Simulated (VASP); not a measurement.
# ReS2 in VASP: single point with LDA

Aim: the single point of ReS2 with LDA.

All numbers are computed with VASP 6.6.1; they aren't measurements. Logs are shortened: lines on timing, memory, paths and dates and some standing lists are left out, and cuts for length are marked.

### 1 The cell of the first run

The cell holds a sheet with vacuum, 24 atoms: a = 6.295 Å, b = 6.399 Å, c = 23.000 Å, α = 90.00°, β = 90.00°, γ = 61.24°.

### 2 Single point, LDA

INCAR reads:

```
PREC = Accurate ; ENCUT = 520
EDIFF = 1E-6 ; ISMEAR = 0
SIGMA = 0.01 ; LREAL = Auto
LASPH = True ; NELM = 80
ALGO = Normal ; ISIF = 2
LWAVE = False ; LCHARG = True
GGA = CA ; LELF = True
LVHAR = True ; NBANDS = 94
```

KPOINTS reads:

```
regular mesh
0
Gamma
  4 4 1
```

POSCAR reads:

```
ReS2
1.0
    6.2948590681     -0.0069021581      0.0000000000
    3.0851120078      5.6056538369      0.0000000000
    0.0000000000      0.0000000000     23.0000000000
Re S
8 16
Direct
    0.2748650285      0.1452455907      0.3672634521
    0.3975672850      0.5197438525      0.3717582367
    0.8481434973      0.1181740563      0.3688761021
    0.8240950867      0.5469266539      0.3701434734
    0.6406298904      0.9453899648      0.6282417647
    0.7633321898      1.3198880327      0.6327365021
    1.2141021516      0.9182070035      0.6298565030
    1.1900537187      1.3469597035      0.6311239414
    1.0198586225      0.7366019935      0.3185257295
    0.4811946044      0.7682393452      0.3112698113
    0.1912115304      0.8966167295      0.4276185299
    0.1516346581      0.4390288469      0.4372371191
    0.6525008303      0.9283892891      0.4205552281
    0.9810594536      0.2743884478      0.2941546346
    0.6909916074      0.3908267718      0.4449066669
    0.5204505933      0.2269638403      0.3018391400
    1.3856963130      1.5367443496      0.5794447734
    0.8469856754      1.5685169712      0.5723814734
    0.5570024612      1.6968942413      0.6887301170
    0.5177468754      1.2381701413      0.6981608626
    1.0183384942      1.7285318021      0.6814744187
    1.3472055534      1.0743070975      0.5550933355
    1.0571377549      1.1907451224      0.7058453424
    0.8865625417      1.0261047584      0.5627628418
```

Potentials or basis: VASP PAW LDA potentials, release 64 (Re, S).

Command:

```bash
$ cat potpaw_LDA.64/Re/POTCAR potpaw_LDA.64/S/POTCAR > POTCAR
$ mpirun -np 1 vasp_std > vasp.out
```

OUTCAR:

```text
PREC = Accurate
   ENCUT = 520
   EDIFF = 1E-6
   ISMEAR = 0
   LREAL = Auto
   LASPH = True
   NELM = 80
   ISIF = 2
   GGA = CA

 ion  position               nearest neighbor table
   1  0.275  0.145  0.367-  12 2.31  14 2.34  11 2.35  16 2.39  13 2.43  10 2.48   4 2.76   3 2.77
                             2 2.85
   2  0.398  0.520  0.372-  16 2.30  15 2.34  10 2.36  12 2.39   9 2.43  11 2.48   3 2.76   4 2.77
                             1 2.85
   3  0.848  0.118  0.369-  15 2.33  14 2.34  11 2.36  16 2.39  13 2.42   9 2.44   4 2.67   2 2.76
                             1 2.77
   4  0.824  0.547  0.370-  14 2.33  15 2.34  10 2.36  12 2.40   9 2.42  13 2.44   3 2.67   1 2.76
                             2 2.77
   5  0.641  0.945  0.628-  20 2.30  22 2.34  19 2.36  24 2.39  21 2.43  18 2.48   8 2.76   7 2.77
                             6 2.85
   6  0.763  0.320  0.633-  24 2.31  23 2.34  18 2.35  20 2.39  17 2.43  19 2.48   7 2.76   8 2.77
                             5 2.85
   7  0.214  0.918  0.630-  23 2.33  22 2.34  19 2.36  24 2.40  21 2.42  17 2.44   8 2.67   6 2.76
                             5 2.77
   8  0.190  0.347  0.631-  22 2.33  23 2.34  18 2.36  20 2.39  17 2.42  21 2.44   7 2.67   5 2.76
                             6 2.77
   9  0.020  0.737  0.319-   4 2.42   2 2.43   3 2.44
  10  0.481  0.768  0.311-   2 2.36   4 2.36   1 2.48
  11  0.191  0.897  0.428-   1 2.35   3 2.36   2 2.48
  12  0.152  0.439  0.437-   1 2.31   2 2.39   4 2.40
  13  0.653  0.928  0.421-   3 2.42   1 2.43   4 2.44
  14  0.981  0.274  0.294-   4 2.33   3 2.34   1 2.34
[... 8 lines left out ...]
  23  0.057  0.191  0.706-   7 2.33   8 2.34   6 2.34
  24  0.887  0.026  0.563-   6 2.31   5 2.39   7 2.40

  LATTYP: Found a simple monoclinic cell.
 ALAT       =     6.2948628521
 B/A-ratio  =     3.6537730115
 C/A-ratio  =     1.0164695853
 COS(beta)  =    -0.4811981039

  Lattice vectors:

 A1 = (   6.2948590681,  -0.0069021581,   0.0000000000)
 A2 = (   0.0000000000,   0.0000000000,  23.0000000000)
 A3 = (  -3.0851120078,  -5.6056538369,   0.0000000000)

Analysis of symmetry for initial positions (statically):
=====================================================================
 Subroutine PRICEL returns:
 Original cell was already a primitive cell.

 Routine SETGRP: Setting up the symmetry group for a
 simple monoclinic supercell.

 Subroutine GETGRP returns: Found  2 space group operations
 (whereof  1 operations were pure point group operations)
 out of a pool of  4 trial point group operations.

The static configuration has the point symmetry C_1 .
 The point group associated with its full space group is S_2 .

[... 149 lines left out ...]
   ISYM   =      2    0-nonsym 1-usesym 2-fastsym
   POTIM  = 0.5000    time-step for ionic-motion
   TEBEG  =    0.0;   TEEND  =   0.0 temperature during run
   PSTRESS=    0.0 pullay stress
   NELECT =     152.0000    total number of electrons
   NUPDOWN=      -1.0000    fix difference up-down
   EMIN   =  10.00;   EMAX   =-10.00  energy-range for DOS
   EFERMI =   0.00;   METHOD = LEGACY
   ISMEAR =     0;   SIGMA  =   0.01  broadening in eV -4-tet -1-fermi 0-gaus
   EFERMI_NEDOS =   21; number of points for ismear=-14 and -15
   IALGO  =     38    algorithm
   IMIX   =      4    mixing-type and parameters
     AMIX     =   0.40;   BMIX     =  1.00
     AMIX_MAG =   1.60;   BMIX_MAG =  1.00
  volume/ion in A,a.u.               =      33.84       228.34
  Fermi-wavevector in a.u.,A,eV,Ry     =   0.936459  1.769650 11.931697  0.876955
  Thomas-Fermi vector in A             =   2.063470
   LORBIT       =      0    0 simple, 1 ext, 2 COOP (PROOUT), +10 PAW based schemes
   GGA     = CA    functional components
   LHFCALC =     F    Hartree Fock is set to
   AEXX    =    0.0000 exact exchange contribution
   IVDW    =     0    specifies the selected vdW correction
   LEPSILON=     F    determine dielectric tensor
   LRPA    =     F    only Hartree local field effects (RPA)
 non-spin polarized calculation
 Gauss-broadening in eV      SIGMA  =   0.01
  energy-cutoff  :      520.00
  volume of cell :      812.09
 maximum number of plane-waves:     21898
 NGX is ok and might be reduce to    48
   NGX = 23   NGY = 23   NGZ = 85

 number of electron     151.9999998 magnetization

 Free energy of the ion-electron system (eV)
  ---------------------------------------------------
  ext. energy  EPLUGINS =         0.00000000
  ---------------------------------------------------
  free energy    TOTEN  =      -200.07128597 eV

  energy without entropy =     -200.07128597  energy(sigma->0) =     -200.07128597

 E-fermi :   0.1793     XC(G=0):  -6.2183

 val. band max:        0.1336395612   @ k =   0.0000   0.0000   0.0000
 cond. band min:       1.4670601082   @ k =   0.0000   0.0000   0.0000
 fundamental gap:      1.3334205471
 Fermi energy:         0.1793332460

 k-point     1 :       0.0000    0.0000    0.0000
  band No.  band energies     occupation
      1     -14.9735      2.00000
      2     -14.8664      2.00000
      3     -13.4710      2.00000
      4     -13.3542      2.00000
      5     -13.0444      2.00000
      6     -12.9927      2.00000
[... 899 lines left out ...]
     87       2.5648      0.00000
     88       2.6968      0.00000
 [bands above 88 left out]

------------------------ aborting loop because EDIFF is reached ----------------------------------------

  FORCE on cell =-STRESS in cart. coord.  units (eV):
  Direction    XX          YY          ZZ          XY          YZ          ZX
  --------------------------------------------------------------------------------------
  -------------------------------------------------------------------------------------
  Total        2.6845662      2.7546379      2.5599157     -0.0529938     -0.0678465     -0.0516169
  in kB        5.2964219      5.4346674      5.0504971     -0.1045523     -0.1338554     -0.1018359
  external PRESSURE =       5.2605288 kB  Pullay stress =       0.0000000 kB

 VOLUME and BASIS-vectors are now :
 -----------------------------------------------------------------------------
  energy-cutoff  :      520.00
  volume of cell :      812.09
      direct lattice vectors                 reciprocal lattice vectors
     6.294859068 -0.006902158  0.000000000     0.158763985 -0.087376904  0.000000000
     3.085112008  5.605653837  0.000000000     0.000195484  0.178283736  0.000000000
     0.000000000  0.000000000 23.000000000     0.000000000  0.000000000  0.043478261

 POSITION                                       TOTAL-FORCE (eV/Angst)
 -----------------------------------------------------------------------------------
      2.17834      0.81230      8.44706         0.021896     -0.021438     -0.013006
      4.10610      2.91076      8.55044        -0.020348      0.020420      0.012852
      5.70352      0.65659      8.48415        -0.012511     -0.044738     -0.010334
      6.87489      3.06019      8.51330         0.013034      0.045521      0.009472
      6.94931      5.29511     14.44956         0.020348     -0.020420     -0.012852
      5.79196      1.78791     14.55294        -0.021896      0.021438      0.013006
[... 16 lines left out ...]
      0.94814      1.06886     16.23444        -0.001492     -0.001146      0.167235
      5.66132      0.14022     12.94355        -0.003067     -0.031660     -0.127242
 -----------------------------------------------------------------------------------
    total drift:                                0.001142      0.000934      0.006715

  FREE ENERGIE OF THE ION-ELECTRON SYSTEM (eV)
  ---------------------------------------------------
  free  energy   TOTEN  =      -200.0712859688 eV

  energy  without entropy=     -200.0712859688  energy(sigma->0) =     -200.07128597
```

Wall time 39 min (1 thread of Oxide Virtual Turin-like, shared host); peak memory 0.81 GiB.

Results:

| Property | Result |
| --- | --- |
| Free energy | -200.0713 eV |
| Largest force | 0.167 eV/Å |
| Band gap on the k mesh | 1.33 eV |

Forces on the atoms (eV/Å):
```
Re   0.022 -0.021 -0.013
Re  -0.020  0.020  0.013
Re  -0.013 -0.045 -0.010
Re   0.013  0.046  0.009
Re   0.020 -0.020 -0.013
Re  -0.022  0.021  0.013
Re  -0.013 -0.046 -0.009
Re   0.013  0.045  0.010
S    0.006  0.008 -0.070
S   -0.004  0.045 -0.090
S    0.008 -0.045  0.092
S    0.003  0.032  0.127
S   -0.003 -0.010  0.067
S    0.001  0.001 -0.167
S    0.000  0.000  0.167
S   -0.002 -0.034 -0.131
S    0.003  0.010 -0.067
S   -0.008  0.045 -0.092
S    0.004 -0.045  0.090
S    0.002  0.034  0.131
S   -0.006 -0.008  0.070
S    0.000  0.000 -0.167
S   -0.001 -0.001  0.167
S   -0.003 -0.032 -0.127
```

Caveat: spin-orbit coupling is left out, which moves the levels of the heavy elements.
